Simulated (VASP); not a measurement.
Write the native input for VASP 6.6.1 that does the following.

```
Task                   : single point
Functional             : PBE
Potentials or basis    : VASP PAW PBE potentials, release 64 (Ru_pv)
Cutoff                 : 520 eV
k mesh                 : 12 × 12 × 12
Occupations            : fermi-dirac, width 0.05 eV
Spin                   : no spin polarisation
Dipole correction      : no
Further INCAR settings : ALGO = Fast; EDIFF = 1e-07; NBANDS = 13
```

The structure of Ru lies in POSCAR:

```
Ru
1.0
    0.0536490000      1.9386870000      1.9070040000
    1.9461440000      0.0409510000      1.9197030000
    1.9522850000      1.9575260000      0.0348100000
Ru
1
Direct
   -0.0031480000     -0.0304750000      0.0180430000
```

This cell differs from its parent crystal: the cell strained at random.

One way to write it, as run:

INCAR

```
PREC = Accurate ; ENCUT = 520
EDIFF = 1E-7 ; ISMEAR = -1
SIGMA = 0.05 ; LREAL = False
LASPH = True ; NELM = 60
ALGO = Fast ; ISIF = 2
LWAVE = False ; LCHARG = False
GGA = PE ; NBANDS = 13
```

KPOINTS

```
Automatic mesh
0
Gamma
  12 12 12
```

Potentials or basis: VASP PAW PBE potentials, release 64 (Ru_pv).

Run with:

```bash
$ cat potpaw_PBE.64/Ru_pv/POTCAR > POTCAR
$ mpirun -np 1 vasp_std > vasp.out
```

It gave:

```yaml
Pressure: -4.3 GPa
Band_gap_on_the_k_mesh: zero (band 7 reaches 14.27 eV, above the bottom of band 8 at 10.83 eV)
```

Caveat: the cell differs from its parent crystal (the cell strained at random).

Run time: 94 s on 1 thread of AMD EPYC 9R45 96-Core Processor (Zen 5) (shared host), peak memory 0.22 GiB.
